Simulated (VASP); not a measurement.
Input of a VASP 6.6.1 run:

Contents of INCAR:

```
ALGO = Normal ; EDIFF = 1E-6
ENCUT = 520 ; GGA = CA
ISIF = 2 ; ISMEAR = 0
LASPH = True ; LCHARG = False
LREAL = False ; LWAVE = False
NBANDS = 26 ; NELM = 100
PREC = Accurate ; SIGMA = 0.05
```

Contents of KPOINTS:

```
k-points
0
Gamma
  12 12 4
```

The input POSCAR:

```
C
1.0
    2.4896249417      0.0000000000      0.0000000000
   -1.2448124708      2.1560784454      0.0000000000
    0.0000000000      0.0000000000      8.2142660865
C
8
Direct
   -0.0457900297      0.0000000000      0.0929365318
    0.0457900297      0.0000000000      0.5929365318
    0.0457900297      0.0000000000      0.4070634682
   -0.0457900297      0.0000000000      0.9070634682
    0.2953948548      0.6666666667      0.1555443640
    0.7046051452      0.3333333333      0.6555443640
    0.3712718118      0.6666666667      0.3444556360
    0.6287281882      0.3333333333      0.8444556360
```

Potentials or basis: VASP PAW LDA potentials, release 64 (C).

The run is started by

```bash
$ cat potpaw_LDA.64/C/POTCAR > POTCAR
$ mpirun -np 1 vasp_std > vasp.out
```

Problem. Predict the band gap on the k mesh.

Solution. 4.60 eV, indirect (least direct gap 5.36 eV).

Problem. Estimate the largest force.

Solution. 0.792 eV/Å.

Stress tensor (GPa, compression positive):
```
0.71 0.00 0.00
0.00 2.45 0.00
0.00 0.00 2.17
```

Caveat: the cell differs from its parent crystal (mode 4 frozen in at -0.114 Å and mode 5 at +0.000 Å (largest displacements)). A k mesh can miss the band edges.
